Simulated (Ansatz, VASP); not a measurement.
# Two plane-wave programs on Ga3AsN2

Contents of POSCAR:

```
Ga3AsN2
1.0
    3.4685990817      0.0000000000      0.0000000000
   -1.7342995409      3.0038949203      0.0000000000
    0.0000000000      0.0000000000      8.7247712761
N As Ga
2 1 3
Direct
    0.0000000000      0.0000000000      0.0202057783
    0.3333333333      0.6666666667      0.3117950496
    0.6666666667      0.3333333333      0.6599328999
    0.3333333333      0.6666666667      0.0854877964
    0.6666666667      0.3333333333      0.3770867460
    0.0000000000      0.0000000000      0.7954917298
```

The input INCAR.step1:

```
ALGO = Normal
EDIFF = 1E-4
ENCUT = 520
GGA = PE
ISMEAR = -1
LASPH = T
LCHARG = F
LREAL = F
LWAVE = T
NBANDS = 36
NELM = 60
PREC = Accurate
SIGMA = 0.02
```

File INCAR.step2:

```
ALGO = Normal
EDIFF = 1E-6
ENCUT = 520
ISIF = 2
ISMEAR = -1
ISTART = 1
LASPH = T
LCHARG = F
LMIXTAU = T
LREAL = F
LWAVE = F
METAGGA = R2SCAN
NBANDS = 36
NELM = 60
PREC = Accurate
SIGMA = 0.02
```

File KPOINTS:

```
k-points
0
Gamma
  9 9 4
```

Input for Ansatz:

```yaml
crystal:
  lattice:
    - [3.4685990817, 0.0, 0.0]
    - [-1.7342995409, 3.0038949203, 0.0]
    - [0.0, 0.0, 8.7247712761]
  atoms:
    - { symbol: "N", position: [0.0, 0.0, 0.0202057783] }
    - { symbol: "N", position: [0.3333333333, 0.6666666667, 0.3117950496] }
    - { symbol: As, position: [0.6666666667, 0.3333333333, 0.6599328999] }
    - { symbol: Ga, position: [0.3333333333, 0.6666666667, 0.0854877964] }
    - { symbol: Ga, position: [0.6666666667, 0.3333333333, 0.377086746] }
    - { symbol: Ga, position: [0.0, 0.0, 0.7954917298] }
kpoints:
  mp_grid: { grid: [9, 9, 4] }
hamiltonian:
  xc: r2scan
scf:
  occupations: { method: fermi_dirac, width: 0.02 }
  n_extra_bands: 5
output:
  forces: true
  stress: true
  eigenvalues: true
```

Alike in both runs: task single point; functional r2SCAN; k mesh 9 × 9 × 4; occupations fermi-dirac, width 0.02 eV; no spin polarisation.

```csv
,VASP,Ansatz
version,VASP 6.6.1,Ansatz 0.2.0
potentials or method,"VASP PAW PBE potentials, release 64 (N, As, Ga_d)","plane waves, PAW"
plane-wave cutoff (eV),520,500
valence electrons in the cell,54,64
```

VASP gave:

| Item | Value |
| --- | --- |
| pressure (GPa) | -3.1 |
| traceless stress, the component that is largest in VASP (GPa) | -0.03 |
| rms of the force components (eV/Å) | 0.049 |

Question: Estimate Ansatz's values.

Answer: Pressure (GPa): -3.5; traceless stress, the component that is largest in VASP (GPa): -0.17; rms of the force components (eV/Å): 0.065.

VASP's potentials were made for PBE, not for r2SCAN. Atom by atom the forces differ by 0.018 eV/Å (rms over components). VASP's potentials hold 54 valence electrons a cell and Ansatz's 64, so a difference there can come from the potentials and not from the codes.
